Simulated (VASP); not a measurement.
# Ca (Fm-3m) in VASP: a series of runs

The runs below take Ca through single point, with RPBE.

All numbers are computed with VASP 6.6.1; they aren't measurements. Logs are shortened: lines on timing, memory, paths and dates and some standing lists are left out, and cuts for length are marked.

### Step 1. The cell of the first run

It takes space group Fm-3m (No. 225, cubic). The conventional cell has a = 5.622 Å, b = 5.622 Å, c = 5.622 Å, α = 90.00°, β = 90.00°, γ = 90.00°. Ca (site symmetry m-3m) has 12 Ca at 3.98 Å within 5.2 Å.

### Step 2. Single point, RPBE

The input, INCAR:

```
  ALGO = Normal
  EDIFF = 1E-7
  ENCUT = 520
  GGA = RP
  ISIF = 2
  ISMEAR = -1
  LASPH = True
  LCHARG = False
  LREAL = False
  LWAVE = False
  NBANDS = 11
  NELM = 80
  PREC = Accurate
  SIGMA = 0.1
```

The input, KPOINTS:

```
k-points
0
Gamma
  10 10 10
```

The input, POSCAR:

```
Ca
1.0
    0.0000000000      2.8108948534      2.8108948534
    2.8108948534      0.0000000000      2.8108948534
    2.8108948534      2.8108948534      0.0000000000
Ca
1
Direct
    0.0000000000      0.0000000000      0.0000000000
```

Potentials or basis: VASP PAW PBE potentials, release 64 (Ca_sv).

Run with:

```sh
$ cat potpaw_PBE.64/Ca_sv/POTCAR > POTCAR
$ mpirun -np 1 vasp_std > vasp.out
```

OUTCAR:

```text
EDIFF = 1E-7
   ENCUT = 520
   GGA = RP
   ISIF = 2
   ISMEAR = -1
   LASPH = True
   LREAL = False
   NELM = 80
   PREC = Accurate

 ion  position               nearest neighbor table
   1  0.000  0.000  0.000-

  LATTYP: Found a face centered cubic cell.
 ALAT       =     5.6217897068

  Lattice vectors:

 A1 = (   0.0000000000,   2.8108948534,   2.8108948534)
 A2 = (   2.8108948534,   0.0000000000,   2.8108948534)
 A3 = (   2.8108948534,   2.8108948534,   0.0000000000)

Analysis of symmetry for initial positions (statically):
=====================================================================
 Subroutine PRICEL returns:
 Original cell was already a primitive cell.

 Routine SETGRP: Setting up the symmetry group for a
 face centered cubic supercell.

 Subroutine GETGRP returns: Found 48 space group operations
 (whereof 48 operations were pure point group operations)
 out of a pool of 48 trial point group operations.

The static configuration has the point symmetry O_h .

Analysis of symmetry for dynamics (positions and initial velocities):
=====================================================================
 Subroutine PRICEL returns:
 Original cell was already a primitive cell.

 Routine SETGRP: Setting up the symmetry group for a
 face centered cubic supercell.

 Subroutine GETGRP returns: Found 48 space group operations
 (whereof 48 operations were pure point group operations)
 out of a pool of 48 trial point group operations.

The dynamic configuration has the point symmetry O_h .

 Subroutine INISYM returns: Found 48 space group operations
 (whereof 48 operations are pure point group operations),
 and found     1 'primitive' translations

----------------------------------------------------------------------------------------

                                     Primitive cell

  volume of cell :      44.4185

  direct lattice vectors                    reciprocal lattice vectors
     0.000000000  2.810894853  2.810894853    -0.177879297  0.177879297  0.177879297
     2.810894853  0.000000000  2.810894853     0.177879297 -0.177879297  0.177879297
     2.810894853  2.810894853  0.000000000     0.177879297  0.177879297 -0.177879297

  length of vectors
     3.975205624  3.975205624  3.975205624     0.308095980  0.308095980  0.308095980

  position of ions in fractional coordinates (direct lattice)
     0.000000000  0.000000000  0.000000000

  ion indices of the primitive-cell ions
   primitive index   ion index
                 1           1

----------------------------------------------------------------------------------------

 KPOINTS: k-points

Automatic generation of k-mesh.
 Grid dimensions read from file:
 generate k-points for:   10   10   10

 Generating k-lattice:

  Cartesian coordinates                     Fractional coordinates (reciprocal lattice)
    -0.017787930  0.017787930  0.017787930     0.100000000  0.000000000  0.000000000
     0.017787930 -0.017787930  0.017787930     0.000000000  0.100000000  0.000000000
     0.017787930  0.017787930 -0.017787930     0.000000000  0.000000000  0.100000000

  Length of vectors
     0.030809598  0.030809598  0.030809598

  Shift w.r.t. Gamma in fractional coordinates (k-lattice)
     0.000000000  0.000000000  0.000000000

 Subroutine IBZKPT returns following result:
 ===========================================

 Found     47 irreducible k-points:

 Following reciprocal coordinates:
            Coordinates               Weight
  0.000000  0.000000  0.000000      1.000000
  0.100000  0.000000  0.000000      8.000000
  0.200000  0.000000  0.000000      8.000000
  0.300000  0.000000  0.000000      8.000000
  0.400000  0.000000  0.000000      8.000000
  0.500000  0.000000  0.000000      4.000000
[... 16 lines left out ...]
  0.300000  0.300000  0.000000      6.000000
  0.400000  0.300000  0.000000     24.000000
 [... further k-points ...]
   k-points           NKPTS =     47   k-points in BZ     NKDIM =     47   number of bands    NBANDS=     11
   number of dos      NEDOS =    301   number of ions     NIONS =      1
   total plane-waves  NPLWV =  27000
   dimension x,y,z NGX =    30 NGY =   30 NGZ =   30
   dimension x,y,z NGXF=    60 NGYF=   60 NGZF=   60
   ions per type =               1
   NGX,Y,Z   is equivalent  to a cutoff of  12.55, 12.55, 12.55 a.u.
   NGXF,Y,Z  is equivalent  to a cutoff of  25.09, 25.09, 25.09 a.u.
 SYSTEM =  unknown system
   PREC   = accura    normal or accurate (medium, high low for compatibility)
   ISTART =      0    job   : 0-new  1-cont  2-samecut
   ICHARG =      2    charge: 1-file 2-atom 10-const
   ISPIN  =      1    spin polarized calculation?
   LNONCOLLINEAR =      F non collinear calculations
   LSORBIT =      F    spin-orbit coupling
   LASPH  =      T    aspherical Exc in radial PAW
   ENCUT  =  520.0 eV  38.22 Ry    6.18 a.u.   7.39  7.39  7.39*2*pi/ulx,y,z
   NELM   =     80;   NELMIN=  2; NELMDL= -5     # of ELM steps
   EDIFF  = 0.1E-06   stopping-criterion for ELM
   LREAL  =      F    real-space projection
   EDIFFG = 0.1E-05   stopping-criterion for IOM
   NSW    =      0    number of steps for IOM
   IBRION =     -1    ionic relax: 0-MD 1-quasi-New 2-CG
   NFREE  =      0    steps in history (QN), initial steepest desc. (CG)
   ISIF   =      2    stress and relaxation
   ISYM   =      2    0-nonsym 1-usesym 2-fastsym
   POTIM  = 0.5000    time-step for ionic-motion
   TEBEG  =    0.0;   TEEND  =   0.0 temperature during run
   PSTRESS=    0.0 pullay stress
   NELECT =      10.0000    total number of electrons
   NUPDOWN=      -1.0000    fix difference up-down
   EMIN   =  10.00;   EMAX   =-10.00  energy-range for DOS
   EFERMI =   0.00;   METHOD = LEGACY
   ISMEAR =    -1;   SIGMA  =   0.10  broadening in eV -4-tet -1-fermi 0-gaus
   EFERMI_NEDOS =   21; number of points for ismear=-14 and -15
   IALGO  =     38    algorithm
   IMIX   =      4    mixing-type and parameters
     AMIX     =   0.40;   BMIX     =  1.00
     AMIX_MAG =   1.60;   BMIX_MAG =  1.00
  volume/ion in A,a.u.               =      44.42       299.75
  Fermi-wavevector in a.u.,A,eV,Ry     =   0.995910  1.881998 13.494767  0.991837
  Thomas-Fermi vector in A             =   2.127963
   LORBIT       =      0    0 simple, 1 ext, 2 COOP (PROOUT), +10 PAW based schemes
   GGA     = RP    functional components
   LHFCALC =     F    Hartree Fock is set to
   AEXX    =    0.0000 exact exchange contribution
   IVDW    =     0    specifies the selected vdW correction
   LEPSILON=     F    determine dielectric tensor
   LRPA    =     F    only Hartree local field effects (RPA)
 non-spin polarized calculation
  energy-cutoff  :      520.00
  volume of cell :       44.42
 maximum number of plane-waves:      1243
 NGX is ok and might be reduce to    30
   NGX = 15   NGY = 15   NGZ = 15

 number of electron      10.0000000 magnetization

 number of electron       9.9999998 magnetization

 Free energy of the ion-electron system (eV)
  ---------------------------------------------------
  ext. energy  EPLUGINS =         0.00000000
  ---------------------------------------------------
  free energy    TOTEN  =        -1.76667769 eV

  energy without entropy =       -1.72731576  energy(sigma->0) =       -1.74699672

 E-fermi :   1.8751     XC(G=0):  -7.4565

 val. band max:        1.8662029287   @ k =  -0.4000   0.3000   0.0000
 cond. band min:       1.8957276293   @ k =  -0.3000   0.4000   0.1000
 fundamental gap:      0.0295247006
 Fermi energy:         1.8751214629

 k-point     1 :       0.0000    0.0000    0.0000
  band No.  band energies     occupation
      1     -40.3824      2.00000
      2     -21.2463      2.00000
      3     -21.2463      2.00000
      4     -21.2463      2.00000
      5      -2.0572      2.00000
      6       4.1905      0.00000
      7       4.1905      0.00000
      8       4.1905      0.00000
      9       5.1968      0.00000
     10       5.1968      0.00000
     11      10.7159      0.00000

 k-point     2 :       0.1000    0.0000    0.0000
  band No.  band energies     occupation
      1     -40.3814      2.00000
      2     -21.2571      2.00000
      3     -21.2478      2.00000
      4     -21.2478      2.00000
      5      -1.8941      2.00000
      6       4.0154      0.00000
      7       4.2491      0.00000
      8       4.2491      0.00000
      9       5.1475      0.00000
     10       5.1475      0.00000
     11      10.8543      0.00000

 k-point     3 :       0.2000    0.0000    0.0000
  band No.  band energies     occupation
      1     -40.3788      2.00000
      2     -21.2853      2.00000
      3     -21.2517      2.00000
      4     -21.2517      2.00000
      5      -1.4196      2.00000
      6       3.5721      0.00000
      7       4.3314      0.00000
      8       4.3314      0.00000
      9       5.1256      0.00000
     10       5.1256      0.00000
     11       9.6997      0.00000

 k-point     4 :       0.3000    0.0000    0.0000
  band No.  band energies     occupation
      1     -40.3756      2.00000
      2     -21.3198      2.00000
      3     -21.2566      2.00000
      4     -21.2566      2.00000
      5      -0.6806      2.00000
      6       2.9779      0.00003
      7       4.2613      0.00000
      8       4.2613      0.00000
      9       5.3491      0.00000
     10       5.3491      0.00000
     11       8.2566      0.00000

 k-point     5 :       0.4000    0.0000    0.0000
  band No.  band energies     occupation
      1     -40.3730      2.00000
      2     -21.3475      2.00000
      3     -21.2605      2.00000
      4     -21.2605      2.00000
      5       0.2272      2.00000
      6       2.2631      0.04048
      7       4.1335      0.00000
      8       4.1335      0.00000
      9       5.6801      0.00000
     10       5.6801      0.00000
     11       7.2289      0.00000
[... 211 lines left out ...]
 k-point    21 :      -0.3000    0.2000    0.0000
  band No.  band energies     occupation
      1     -40.3720      2.00000
      2     -21.3314      2.00000
      3     -21.2882      2.00000
      4     -21.2620      2.00000
      5       0.3969      2.00000
      6       2.6662      0.00073
      7       3.4650      0.00000
      8       4.4888      0.00000
      9       5.2207      0.00000
     10       6.0615      0.00000
     11       7.5922      0.00000

 k-point    22 :      -0.2000    0.2000    0.0000
  band No.  band energies     occupation
      1     -40.3745      2.00000
      2     -21.3144      2.00000
      3     -21.2776      2.00000
      4     -21.2561      2.00000
      5      -0.4338      2.00000
      6       3.0939      0.00001
      7       3.7894      0.00000
      8       4.6171      0.00000
      9       4.8247      0.00000
     10       5.7797      0.00000
     11       8.6835      0.00000

 k-point    23 :       0.3000    0.3000    0.0000
  band No.  band energies     occupation
      1     -40.3733      2.00000
      2     -21.3165      2.00000
      3     -21.2733      2.00000
      4     -21.2733      2.00000
      5      -0.2559      2.00000
      6       2.9777      0.00003
      7       3.7174      0.00000
      8       4.9808      0.00000
      9       4.9808      0.00000
     10       5.5973      0.00000
     11       9.5726      0.00000

 k-point    24 :       0.4000    0.3000    0.0000
  band No.  band energies     occupation
      1     -40.3713      2.00000
      2     -21.3315      2.00000
      3     -21.2814      2.00000
      4     -21.2780      2.00000
      5       0.3810      2.00000
      6       2.7507      0.00031
      7       3.3530      0.00000
      8       5.0855      0.00000
      9       5.3698      0.00000
     10       5.7884      0.00000
     11       8.2154      0.00000

 [... further k-points ...]

------------------------ aborting loop because EDIFF is reached ----------------------------------------

  FORCE on cell =-STRESS in cart. coord.  units (eV):
  Direction    XX          YY          ZZ          XY          YZ          ZX
  --------------------------------------------------------------------------------------
  -------------------------------------------------------------------------------------
  Total        0.0028170      0.0028170      0.0028170      0.0000000      0.0000000      0.0000000
  in kB        0.1016081      0.1016081      0.1016081      0.0000000      0.0000000      0.0000000
  external PRESSURE =       0.1016081 kB  Pullay stress =       0.0000000 kB

 VOLUME and BASIS-vectors are now :
 -----------------------------------------------------------------------------
  energy-cutoff  :      520.00
  volume of cell :       44.42
      direct lattice vectors                 reciprocal lattice vectors
     0.000000000  2.810894853  2.810894853    -0.177879297  0.177879297  0.177879297
     2.810894853  0.000000000  2.810894853     0.177879297 -0.177879297  0.177879297
     2.810894853  2.810894853  0.000000000     0.177879297  0.177879297 -0.177879297

 POSITION                                       TOTAL-FORCE (eV/Angst)
 -----------------------------------------------------------------------------------
      0.00000      0.00000      0.00000        -0.000000     -0.000000      0.000000
 -----------------------------------------------------------------------------------
    total drift:                               -0.000000     -0.000000      0.000000

  FREE ENERGIE OF THE ION-ELECTRON SYSTEM (eV)
  ---------------------------------------------------
  free  energy   TOTEN  =        -1.7666776889 eV

  energy  without entropy=       -1.7273157588  energy(sigma->0) =       -1.74699672
```

Run time: 14 s. Hardware: 1 thread of Intel Xeon Platinum 8559C (Emerald Rapids), shared host; peak memory 0.17 GiB.

Results:

```yaml
Free_energy: -1.7667 eV
Pressure: 0.0 GPa
Band_gap_on_the_k_mesh: zero (bands 5 and 6 overlap by 0.37 eV)
```

Caveat: the PAW data sets were made with another functional, which shifts forces and pressure a little.

### Step 3. Single point, RPBE (39.09 Å³/atom)

This run uses another cell than the first one, of 39.09 Å³/atom.

The input, INCAR:

```
SYSTEM = Ca
ALGO = Normal
EDIFF = 1E-6
ENCUT = 520
GGA = RP
ISIF = 2
ISMEAR = -1
LASPH = .TRUE.
LCHARG = .FALSE.
LREAL = .FALSE.
LWAVE = .FALSE.
NBANDS = 11
NELM = 100
PREC = Accurate
SIGMA = 0.1
```

The input, KPOINTS:

```
k-points
0
G
  16 16 16
  0 0 0
```

The input, POSCAR:

```
Ca
1.0
    0.0000000000      2.6936354833      2.6936354833
    2.6936354833      0.0000000000      2.6936354833
    2.6936354833      2.6936354833      0.0000000000
Ca
1
Direct
    0.0000000000      0.0000000000      0.0000000000
```

Potentials or basis: VASP PAW PBE potentials, release 64 (Ca_sv).

Run with:

```sh
$ cat potpaw_PBE.64/Ca_sv/POTCAR > POTCAR
$ mpirun -np 1 vasp_std > vasp.out
```

Wall time 22 s (1 thread of Intel Xeon Platinum 8559C (Emerald Rapids), shared host); peak memory 0.19 GiB.

It converged, with:

```yaml
Free_energy: -1.7253 eV
Pressure: 2.6 GPa
Band_gap_on_the_k_mesh: zero (bands 5 and 6 overlap by 0.28 eV)
```

Levels at points of the mesh, in eV from the Fermi level:
```tsv
k point	band 2	band 3	band 4	band 5	band 6	band 7	band 8	band 9
(0.00, 0.00, 0.00)	-22.80	-22.80	-22.80	-4.16	2.49	2.49	2.49	3.66
(0.50, 0.00, 0.00)	-22.98	-22.83	-22.83	-0.99	-0.13	2.36	2.36	4.41
(0.50, 0.50, 0.00)	-22.97	-22.87	-22.87	-0.53	0.56	1.10	4.40	4.61
```

Caveat: the PAW data sets were made with another functional, which shifts forces and pressure a little.

The gap in the log of VASP goes by the Fermi energy; the results here count the filled bands.